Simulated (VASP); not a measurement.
**Rb: single point with LDA**

The system is Rb.

```
CELL_PARAMETERS angstrom
3.22316 0.00000 0.00000
0.00000 3.22316 0.00000
0.00000 0.00000 3.22316
ATOMIC_POSITIONS crystal
Rb 0.00000 0.00000 0.00000
```

This isn't the form of Rb at room conditions, which is bcc.

```yaml
Program: VASP 6.6.1
Task: single point
Functional: LDA
Potentials_or_basis: VASP PAW LDA potentials, release 64 (Rb_sv)
Cutoff: 520 eV
k_mesh: 10 × 10 × 10
Occupations: fermi-dirac, width 0.05 eV
Spin: no spin polarisation
Dipole_correction: no
Further_INCAR_settings: ALGO = Normal; EDIFF = 1e-06; NBANDS = 10
```

```yaml
Pressure: 9.0 GPa
Band_gap_on_the_k_mesh: zero (an odd number of electrons rules out a gap without spin polarisation)
```

Levels at points of the mesh, in eV from the Fermi level:
| k point | band 2 | band 3 | band 4 | band 5 | band 6 | band 7 | band 8 | band 9 |
| --- | --- | --- | --- | --- | --- | --- | --- | --- |
| (0.00, 0.00, 0.00) | -12.47 | -12.47 | -12.47 | -2.76 | 1.61 | 1.61 | 10.07 | 10.07 |
| (0.50, 0.00, 0.00) | -14.64 | -12.25 | -12.25 | 0.53 | 2.06 | 2.79 | 5.64 | 5.64 |
| (0.50, 0.50, 0.00) | -14.22 | -14.22 | -12.04 | -1.13 | 3.07 | 6.24 | 6.24 | 6.74 |
| (0.50, 0.50, 0.50) | -13.86 | -13.86 | -13.86 | 0.79 | 0.79 | 0.79 | 5.00 | 12.23 |

Wall time 3.3 s on 1 thread of Intel(R) Xeon(R) 6975P-C (Granite Rapids) (shared host), peak memory 0.13 GiB.

Caveat: the cell stands under pressure.
